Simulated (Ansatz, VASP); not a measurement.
**B4Ru in VASP and in Ansatz**

The input INCAR:

```
SYSTEM = B4Ru
ALGO = Normal
EDIFF = 1E-6
ENCUT = 520
GGA = PE
ISIF = 2
ISMEAR = 0
ISPIN = 2
LASPH = .TRUE.
LCHARG = .TRUE.
LELF = .TRUE.
LMAXMIX = 4
LORBIT = 11
LREAL = .FALSE.
LVHAR = .TRUE.
LWAVE = .FALSE.
MAGMOM = 0 0 0 0 1
NBANDS = 25
NELM = 150
PREC = Accurate
SIGMA = 0.1
```

Contents of KPOINTS:

```
k-points
0
G
  6 6 4
  0 0 0
```

File POSCAR:

```
B4Ru
1.0
    2.6305013182      0.0000000000      0.0000000000
    0.0000000000      2.6305013182      0.0000000000
    0.0000000000      0.0000000000      6.7284174972
B Ru
4 1
Direct
    0.5000000000      0.5000000000      0.1758362811
    0.5000000000      0.5000000000      0.8241637189
    0.5000000000      0.0000000000      0.0000000000
    0.0000000000      0.5000000000      0.0000000000
    0.5000000000      0.5000000000      0.5000000000
```

Input for Ansatz:

```yaml
crystal:
  lattice:
    - [2.6305013182, 0.0, 0.0]
    - [0.0, 2.6305013182, 0.0]
    - [0.0, 0.0, 6.7284174972]
  atoms:
    - { symbol: B, position: [0.5, 0.5, 0.1758362811] }
    - { symbol: B, position: [0.5, 0.5, 0.8241637189] }
    - { symbol: B, position: [0.5, 0.0, 0.0] }
    - { symbol: B, position: [0.0, 0.5, 0.0] }
    - { symbol: Ru, position: [0.5, 0.5, 0.5], spin: 1.0 }
basis:
  ecutwfc: 420
kpoints:
  mp_grid: { grid: [6, 6, 4] }
hamiltonian:
  xc: pbe
scf:
  occupations: { method: gaussian, width: 0.1 }
  lower_state_search: "off"
output:
  forces: true
  stress: true
  eigenvalues: true
  populations: true
magnetization:
  spin_polarized: true
```

Alike in both runs: task single point; functional PBE; k mesh 6 × 6 × 4; occupations gaussian, width 0.1 eV; collinear spin.

|  | VASP | Ansatz |
| --- | --- | --- |
| version | VASP 6.6.1 | Ansatz 0.2.0 |
| potentials or method | VASP PAW PBE potentials, release 64 (B, Ru_pv), cutoff 520 eV | scalar-relativistic, plane waves, PAW |
| valence electrons in the cell | 26 | 28 |

Ansatz gave:

- gap on the k mesh at the Fermi level (eV): none
- pressure (GPa): 0.2
- traceless stress, the component that is largest in VASP (GPa): 1.03
- rms of the force components (eV/Å): 0.037
- net moment per atom (μB): 0.10
- size of the moment on the site where the two differ most (μB): 0.40

Estimate VASP's values.

gap on the k mesh at the Fermi level (eV): none; pressure (GPa): 0.0; traceless stress, the component that is largest in VASP (GPa): 1.57; rms of the force components (eV/Å): 0.037; net moment per atom (μB): 0.04; size of the moment on the site where the two differ most (μB): 0.19.

Site moments also hang on the region over which each program counts them. Atom by atom the forces differ by 0.000 eV/Å (rms over components). A gap of «none» marks a metal or a gap that the smearing closes. With one functional, cell and mesh, what is left measures potentials, basis and numerics. VASP's potentials hold 26 valence electrons a cell and Ansatz's 28, so a difference there can come from the potentials and not from the codes.

The k mesh is coarse, so the values compare programs but aren't converged.
